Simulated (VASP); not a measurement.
# Be3Ga in VASP: notebook

The runs below take Be3Ga through single point, with PBE.

Program: VASP 6.6.1. These are calculated values, not measurements. Logs are shortened: lines on timing, memory, paths and dates and some standing lists are left out, and cuts for length are marked.

## Step 1: The cell of the first run

The structure is cubic, space group Pm-3m (No. 221). Conventional cell: a = 3.483 Å, b = 3.483 Å, c = 3.483 Å, α = 90.00°, β = 90.00°, γ = 90.00°. Be (site symmetry 4/mmm) has 8 Be at 2.46 Å and 4 Ga at 2.46 Å within 3.3 Å. Ga (site symmetry m-3m) has 12 Be at 2.46 Å within 3.3 Å.

## Step 2: Single point, PBE

Contents of INCAR:

```
  ALGO = Normal
  EDIFF = 1E-7
  ENCUT = 520
  GGA = PE
  ISIF = 2
  ISMEAR = 0
  LASPH = T
  LCHARG = F
  LREAL = F
  LWAVE = F
  NBANDS = 18
  NELM = 80
  PREC = Accurate
  SIGMA = 0.1
```

Contents of KPOINTS:

```
k-points
0
Gamma
  6 6 6
```

Contents of POSCAR:

```
Be3Ga
1.0
    3.4832937570      0.0000000000      0.0000000000
    0.0000000000      3.4832937570      0.0000000000
    0.0000000000      0.0000000000      3.4832930144
Be Ga
3 1
Direct
    0.0000000000      0.5000000000      0.5000000000
    0.5000000000      0.0000000000      0.5000000000
    0.5000000000      0.5000000000      0.0000000000
    0.0000000000      0.0000000000      0.0000000000
```

Potentials or basis: VASP PAW PBE potentials, release 64 (Be, Ga_d).

Command:

```console
$ cat potpaw_PBE.64/Be/POTCAR potpaw_PBE.64/Ga_d/POTCAR > POTCAR
$ mpirun -np 1 vasp_std > vasp.out
```

OUTCAR:

```text
EDIFF = 1E-7
   ENCUT = 520
   GGA = PE
   ISIF = 2
   ISMEAR = 0
   LASPH = T
   LREAL = F
   NELM = 80
   PREC = Accurate

 ion  position               nearest neighbor table
   1  0.000  0.500  0.500-   4 2.46   4 2.46   4 2.46   4 2.46
   2  0.500  0.000  0.500-   4 2.46   4 2.46   4 2.46   4 2.46
   3  0.500  0.500  0.000-   4 2.46   4 2.46   4 2.46   4 2.46
   4  0.000  0.000  0.000-   1 2.46   2 2.46   1 2.46   2 2.46   1 2.46   1 2.46   2 2.46   2 2.46
                             3 2.46   3 2.46   3 2.46   3 2.46

  LATTYP: Found a simple cubic cell.
 ALAT       =     3.4832937570

  Lattice vectors:

 A1 = (   3.4832937570,   0.0000000000,   0.0000000000)
 A2 = (   0.0000000000,   3.4832937570,   0.0000000000)
 A3 = (   0.0000000000,   0.0000000000,   3.4832930144)

Analysis of symmetry for initial positions (statically):
=====================================================================
 Subroutine PRICEL returns:
 Original cell was already a primitive cell.

 Routine SETGRP: Setting up the symmetry group for a
 simple cubic supercell.

 Subroutine GETGRP returns: Found 48 space group operations
 (whereof 48 operations were pure point group operations)
 out of a pool of 48 trial point group operations.

The static configuration has the point symmetry O_h .

Analysis of symmetry for dynamics (positions and initial velocities):
=====================================================================
 Subroutine PRICEL returns:
 Original cell was already a primitive cell.

 Routine SETGRP: Setting up the symmetry group for a
 simple cubic supercell.

 Subroutine GETGRP returns: Found 48 space group operations
 (whereof 48 operations were pure point group operations)
 out of a pool of 48 trial point group operations.

The dynamic configuration has the point symmetry O_h .

 Subroutine INISYM returns: Found 48 space group operations
 (whereof 48 operations are pure point group operations),
 and found     1 'primitive' translations

----------------------------------------------------------------------------------------

                                     Primitive cell

  volume of cell :      42.2640

  direct lattice vectors                    reciprocal lattice vectors
     3.483293757  0.000000000  0.000000000     0.287084601  0.000000000  0.000000000
     0.000000000  3.483293757  0.000000000     0.000000000  0.287084601  0.000000000
     0.000000000  0.000000000  3.483293014     0.000000000  0.000000000  0.287084663

  length of vectors
     3.483293757  3.483293757  3.483293014     0.287084601  0.287084601  0.287084663

  position of ions in fractional coordinates (direct lattice)
     0.000000000  0.500000000  0.500000000
     0.500000000  0.000000000  0.500000000
     0.500000000  0.500000000  0.000000000
     0.000000000  0.000000000  0.000000000

  ion indices of the primitive-cell ions
   primitive index   ion index
                 1           1
                 2           2
                 3           3
                 4           4

----------------------------------------------------------------------------------------

 KPOINTS: k-points

Automatic generation of k-mesh.
 Grid dimensions read from file:
 generate k-points for:    6    6    6

 Generating k-lattice:

  Cartesian coordinates                     Fractional coordinates (reciprocal lattice)
     0.047847434  0.000000000  0.000000000     0.166666667  0.000000000  0.000000000
     0.000000000  0.047847434  0.000000000     0.000000000  0.166666667  0.000000000
     0.000000000  0.000000000  0.047847444     0.000000000  0.000000000  0.166666667

  Length of vectors
     0.047847434  0.047847434  0.047847444

  Shift w.r.t. Gamma in fractional coordinates (k-lattice)
     0.000000000  0.000000000  0.000000000

 Subroutine IBZKPT returns following result:
 ===========================================

 Found     20 irreducible k-points:

 Following reciprocal coordinates:
            Coordinates               Weight
  0.000000  0.000000  0.000000      1.000000
  0.166667  0.000000  0.000000      6.000000
  0.333333  0.000000  0.000000      6.000000
  0.500000  0.000000  0.000000      3.000000
  0.166667  0.166667  0.000000     12.000000
  0.333333  0.166667  0.000000     24.000000
[... 12 lines left out ...]
  0.500000  0.500000  0.333333      6.000000
  0.500000  0.500000  0.500000      1.000000
   k-points           NKPTS =     20   k-points in BZ     NKDIM =     20   number of bands    NBANDS=     18
   number of dos      NEDOS =    301   number of ions     NIONS =      4
   total plane-waves  NPLWV =  21952
   dimension x,y,z NGX =    28 NGY =   28 NGZ =   28
   dimension x,y,z NGXF=    56 NGYF=   56 NGZF=   56
   ions per type =               3   1
   NGX,Y,Z   is equivalent  to a cutoff of  13.36, 13.36, 13.36 a.u.
   NGXF,Y,Z  is equivalent  to a cutoff of  26.73, 26.73, 26.73 a.u.
 SYSTEM =  unknown system
   PREC   = accura    normal or accurate (medium, high low for compatibility)
   ISTART =      0    job   : 0-new  1-cont  2-samecut
   ICHARG =      2    charge: 1-file 2-atom 10-const
   ISPIN  =      1    spin polarized calculation?
   LNONCOLLINEAR =      F non collinear calculations
   LSORBIT =      F    spin-orbit coupling
   LASPH  =      T    aspherical Exc in radial PAW
   ENCUT  =  520.0 eV  38.22 Ry    6.18 a.u.   6.48  6.48  6.48*2*pi/ulx,y,z
   NELM   =     80;   NELMIN=  2; NELMDL= -5     # of ELM steps
   EDIFF  = 0.1E-06   stopping-criterion for ELM
   LREAL  =      F    real-space projection
   EDIFFG = 0.1E-05   stopping-criterion for IOM
   NSW    =      0    number of steps for IOM
   IBRION =     -1    ionic relax: 0-MD 1-quasi-New 2-CG
   NFREE  =      0    steps in history (QN), initial steepest desc. (CG)
   ISIF   =      2    stress and relaxation
   ISYM   =      2    0-nonsym 1-usesym 2-fastsym
   POTIM  = 0.5000    time-step for ionic-motion
   TEBEG  =    0.0;   TEEND  =   0.0 temperature during run
   PSTRESS=    0.0 pullay stress
   NELECT =      19.0000    total number of electrons
   NUPDOWN=      -1.0000    fix difference up-down
   EMIN   =  10.00;   EMAX   =-10.00  energy-range for DOS
   EFERMI =   0.00;   METHOD = LEGACY
   ISMEAR =     0;   SIGMA  =   0.10  broadening in eV -4-tet -1-fermi 0-gaus
   EFERMI_NEDOS =   21; number of points for ismear=-14 and -15
   IALGO  =     38    algorithm
   IMIX   =      4    mixing-type and parameters
     AMIX     =   0.40;   BMIX     =  1.00
     AMIX_MAG =   1.60;   BMIX_MAG =  1.00
  volume/ion in A,a.u.               =      10.57        71.30
  Fermi-wavevector in a.u.,A,eV,Ry     =   1.254111  2.369926 21.399165  1.572794
  Thomas-Fermi vector in A             =   2.387932
   LORBIT       =      0    0 simple, 1 ext, 2 COOP (PROOUT), +10 PAW based schemes
   GGA     = PE    functional components
   LHFCALC =     F    Hartree Fock is set to
   AEXX    =    0.0000 exact exchange contribution
   IVDW    =     0    specifies the selected vdW correction
   LEPSILON=     F    determine dielectric tensor
   LRPA    =     F    only Hartree local field effects (RPA)
 non-spin polarized calculation
 Gauss-broadening in eV      SIGMA  =   0.10
  energy-cutoff  :      520.00
  volume of cell :       42.26
 maximum number of plane-waves:      1155
 NGX is ok and might be reduce to    28
   NGX = 13   NGY = 13   NGZ = 13

 number of electron      18.9999993 magnetization

 Free energy of the ion-electron system (eV)
  ---------------------------------------------------
  ext. energy  EPLUGINS =         0.00000000
  ---------------------------------------------------
  free energy    TOTEN  =       -13.01448877 eV

  energy without entropy =      -13.00937079  energy(sigma->0) =      -13.01192978

 E-fermi :   6.9277     XC(G=0): -10.8896

 val. band max:        6.9196202510   @ k =   0.5000   0.5000   0.3333
 cond. band min:       7.0521112746   @ k =   0.5000   0.1667   0.1667
 fundamental gap:      0.1324910237
 Fermi energy:         6.9277220371

 k-point     1 :       0.0000    0.0000    0.0000
  band No.  band energies     occupation
      1      -8.2826      2.00000
      2      -8.2826      2.00000
      3      -8.1928      2.00000
      4      -8.1928      2.00000
      5      -8.1928      2.00000
      6      -4.9728      2.00000
[... 10 lines left out ...]
     17      15.3304      0.00000
     18      15.3304      0.00000

 k-point     2 :       0.1667    0.0000    0.0000
  band No.  band energies     occupation
      1      -8.2829      2.00000
      2      -8.2625      2.00000
      3      -8.2051      2.00000
      4      -8.2051      2.00000
      5      -8.1919      2.00000
      6      -4.6844      2.00000
[... 10 lines left out ...]
     17      15.0293      0.00000
     18      15.0293      0.00000

 k-point     3 :       0.3333    0.0000    0.0000
  band No.  band energies     occupation
      1      -8.2834      2.00000
      2      -8.2295      2.00000
      3      -8.2295      2.00000
      4      -8.2244      2.00000
      5      -8.1902      2.00000
      6      -3.8383      2.00000
[... 10 lines left out ...]
     17      15.8773      0.00000
     18      15.8773      0.00000

 k-point     4 :       0.5000    0.0000    0.0000
  band No.  band energies     occupation
      1      -8.2837      2.00000
      2      -8.2415      2.00000
      3      -8.2415      2.00000
      4      -8.2062      2.00000
      5      -8.1894      2.00000
      6      -2.9137      2.00000
[... 291 lines left out ...]
      4      -8.1772      2.00000
      5      -8.1523      2.00000
      6      -0.5511      2.00000
[... 10 lines left out ...]
     17      18.3865      0.00000
     18      18.7414      0.00000

 k-point    19 :       0.5000    0.5000    0.3333
  band No.  band energies     occupation
      1      -8.2829      2.00000
      2      -8.2668      2.00000
      3      -8.2668      2.00000
      4      -8.1643      2.00000
      5      -8.1374      2.00000
      6       0.5157      2.00000
[... 10 lines left out ...]
     17      19.2246      0.00000
     18      19.6525      0.00000

 k-point    20 :       0.5000    0.5000    0.5000
  band No.  band energies     occupation
      1      -8.2776      2.00000
      2      -8.2776      2.00000
      3      -8.2776      2.00000
      4      -8.1364      2.00000
      5      -8.1364      2.00000
      6       1.9561      2.00000
[... 10 lines left out ...]
     17      19.8464      0.00000
     18      19.8464      0.00000

------------------------ aborting loop because EDIFF is reached ----------------------------------------

  FORCE on cell =-STRESS in cart. coord.  units (eV):
  Direction    XX          YY          ZZ          XY          YZ          ZX
  --------------------------------------------------------------------------------------
  -------------------------------------------------------------------------------------
  Total        0.0377640      0.0377640      0.0377640      0.0000000     -0.0000000      0.0000000
  in kB        1.4315894      1.4315894      1.4315888      0.0000000     -0.0000000      0.0000000
  external PRESSURE =       1.4315892 kB  Pullay stress =       0.0000000 kB

 VOLUME and BASIS-vectors are now :
 -----------------------------------------------------------------------------
  energy-cutoff  :      520.00
  volume of cell :       42.26
      direct lattice vectors                 reciprocal lattice vectors
     3.483293757  0.000000000  0.000000000     0.287084601  0.000000000  0.000000000
     0.000000000  3.483293757  0.000000000     0.000000000  0.287084601  0.000000000
     0.000000000  0.000000000  3.483293014     0.000000000  0.000000000  0.287084663

 POSITION                                       TOTAL-FORCE (eV/Angst)
 -----------------------------------------------------------------------------------
      0.00000      1.74165      1.74165         0.000000      0.000000      0.000000
      1.74165      0.00000      1.74165         0.000000      0.000000      0.000000
      1.74165      1.74165      0.00000         0.000000      0.000000      0.000000
      0.00000      0.00000      0.00000         0.000000      0.000000      0.000000
 -----------------------------------------------------------------------------------
    total drift:                               -0.000000     -0.000000     -0.000000

  FREE ENERGIE OF THE ION-ELECTRON SYSTEM (eV)
  ---------------------------------------------------
  free  energy   TOTEN  =       -13.0144887707 eV

  energy  without entropy=      -13.0093707858  energy(sigma->0) =      -13.01192978
```

It took 6.5 s on 1 thread of Intel Xeon 6975P-C (Granite Rapids), shared host; peak memory 0.16 GiB.

Results:

| Item | Value |
| --- | --- |
| Free energy | -13.0145 eV |
| Pressure | 0.1 GPa |

## Step 3: Single point, PBE

This run uses another cell than the first one, of 9.64 Å³/atom, 0.912 times its volume.

Contents of INCAR:

```
ALGO = Normal
EDIFF = 1E-7
ENCUT = 520
GGA = PE
ISIF = 2
ISMEAR = 0
LASPH = True
LCHARG = False
LREAL = False
LWAVE = False
NBANDS = 18
NELM = 60
PREC = Accurate
SIGMA = 0.1
```

KPOINTS is that of step 2.

Contents of POSCAR:

```
Be3Ga
1.0
    3.3897395290      0.0000000000      0.0000000000
    0.0000000000      3.3897395290      0.0000000000
    0.0000000000      0.0000000000      3.3548977378
Be Ga
3 1
Direct
    0.0000000000      0.5000000000      0.5000000000
    0.5000000000      0.0000000000      0.5000000000
    0.5000000000      0.5000000000      0.0000000000
    0.0000000000      0.0000000000      0.0000000000
```

Potentials or basis: VASP PAW PBE potentials, release 64 (Be, Ga_d).

Command:

```console
$ cat potpaw_PBE.64/Be/POTCAR potpaw_PBE.64/Ga_d/POTCAR > POTCAR
$ mpirun -np 1 vasp_std > vasp.out
```

OUTCAR:

```text
EDIFF = 1E-7
   ENCUT = 520
   GGA = PE
   ISIF = 2
   ISMEAR = 0
   LASPH = True
   LREAL = False
   NELM = 60
   PREC = Accurate

 ion  position               nearest neighbor table
   1  0.000  0.500  0.500-   3 2.38   4 2.38   3 2.38   4 2.38   4 2.38   4 2.38   3 2.38   3 2.38

   2  0.500  0.000  0.500-   3 2.38   4 2.38   3 2.38   4 2.38   3 2.38   3 2.38   4 2.38   4 2.38

   3  0.500  0.500  0.000-   1 2.38   2 2.38   1 2.38   2 2.38   2 2.38   2 2.38   1 2.38   1 2.38
[... 707 lines left out ...]

  FORCE on cell =-STRESS in cart. coord.  units (eV):
  Direction    XX          YY          ZZ          XY          YZ          ZX
  --------------------------------------------------------------------------------------
  -------------------------------------------------------------------------------------
  Total        2.5531894      2.5531894      3.1100864      0.0000000      0.0000000      0.0000000
  in kB      106.1161965    106.1161965    129.2620665      0.0000000      0.0000000      0.0000000
  external PRESSURE =     113.8314865 kB  Pullay stress =       0.0000000 kB

 VOLUME and BASIS-vectors are now :
 -----------------------------------------------------------------------------
  energy-cutoff  :      520.00
  volume of cell :       38.55
      direct lattice vectors                 reciprocal lattice vectors
     3.389739529  0.000000000  0.000000000     0.295007918  0.000000000  0.000000000
     0.000000000  3.389739529  0.000000000     0.000000000  0.295007918  0.000000000
     0.000000000  0.000000000  3.354897738     0.000000000  0.000000000  0.298071679

 POSITION                                       TOTAL-FORCE (eV/Angst)
 -----------------------------------------------------------------------------------
      0.00000      1.69487      1.67745         0.000000      0.000000      0.000000
      1.69487      0.00000      1.67745         0.000000      0.000000      0.000000
      1.69487      1.69487      0.00000         0.000000      0.000000      0.000000
      0.00000      0.00000      0.00000         0.000000      0.000000      0.000000
 -----------------------------------------------------------------------------------
    total drift:                               -0.000000     -0.000000     -0.000000

  FREE ENERGIE OF THE ION-ELECTRON SYSTEM (eV)
  ---------------------------------------------------
  free  energy   TOTEN  =       -12.8861812846 eV

  energy  without entropy=      -12.8768501519  energy(sigma->0) =      -12.88151572
```

OSZICAR:

```text
N       E                     dE             d eps       ncg     rms          rms(c)
DAV:   1     0.759615696969E+02    0.75962E+02   -0.88962E+03  1552   0.148E+03
DAV:   2    -0.681589589066E+01   -0.82777E+02   -0.78633E+02  1530   0.292E+02
DAV:   3    -0.130789600775E+02   -0.62631E+01   -0.61393E+01  1890   0.664E+01
DAV:   4    -0.131690475520E+02   -0.90087E-01   -0.89865E-01  1734   0.837E+00
DAV:   5    -0.131700106705E+02   -0.96312E-03   -0.96300E-03  1874   0.903E-01    0.248E+00
DAV:   6    -0.129194541344E+02    0.25056E+00   -0.50224E-01  1970   0.134E+01    0.109E+00
DAV:   7    -0.128933936159E+02    0.26061E-01   -0.42940E-02  1868   0.154E+00    0.529E-01
DAV:   8    -0.128863088504E+02    0.70848E-02   -0.57747E-03  2110   0.822E-01    0.677E-02
DAV:   9    -0.128861911550E+02    0.11770E-03   -0.30621E-04  1714   0.281E-01    0.172E-02
DAV:  10    -0.128861816721E+02    0.94829E-05   -0.20570E-05  1828   0.403E-02    0.755E-03
DAV:  11    -0.128861813638E+02    0.30834E-06   -0.46942E-06  1880   0.227E-02    0.815E-04
DAV:  12    -0.128861812846E+02    0.79234E-07   -0.29192E-07  1678   0.568E-03
   1 F= -.12886181E+02 E0= -.12881516E+02  d E =-.933113E-02
```

It took 10 s on 1 thread of Intel Xeon 6975P-C (Granite Rapids), shared host; peak memory 0.16 GiB.

What came out:

- Free energy: -12.8862 eV
- Pressure: 11.4 GPa
